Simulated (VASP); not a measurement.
The system is HfPbO3.

```xyz
5
Lattice="4.1555 0.0000 0.0000 0.0000 4.1555 0.0000 0.0000 0.0000 4.1555" Properties=species:S:1:pos:R:3 pbc="T T T"
Hf    2.0777    2.0777    2.0777
Pb    0.0000    0.0000    0.0000
O     0.0000    2.0777    2.0777
O     2.0777    0.0000    2.0777
O     2.0777    2.0777    0.0000
```

| Item | Value |
| --- | --- |
| Program | VASP 6.6.1 |
| Task | relaxation of volume and atoms at fixed shape |
| Functional | LDA |
| Potentials or basis | VASP PAW LDA potentials, release 64 (Hf_pv, Pb_d, O) |
| Cutoff | 600 eV |
| k mesh | 5 × 5 × 5 |
| Occupations | gaussian, width 0.01 eV |
| Spin | no spin polarisation |

At the start: pressure -10.1 GPa; volume 14.35 Å³/atom.

**Question.** Where does the relaxation end?

**Answer.** Over 3 steps the energy falls by 27.5 meV/atom and the volume is 13.54 Å³/atom (-5.7 %); space group Pm-3m (No. 221, to 0.1 Å) before and after.

Step by step:
```csv
step,energy change (eV),largest force (eV/Å),pressure (GPa),volume (Å³)
1,0.0000,0.0000,-10.10,71.76
2,0.1031,0.0000,17.00,62.77
3,-0.1375,0.0000,-0.18,67.69
```

Final structure:
```xyz
5
Lattice="4.0754 0.0000 0.0000 0.0000 4.0754 0.0000 0.0000 0.0000 4.0754" Properties=species:S:1:pos:R:3 pbc="T T T"
Hf    2.0377    2.0377    2.0377
Pb    0.0000    0.0000    0.0000
O     0.0000    2.0377    2.0377
O     2.0377    0.0000    2.0377
O     2.0377    2.0377    0.0000
```
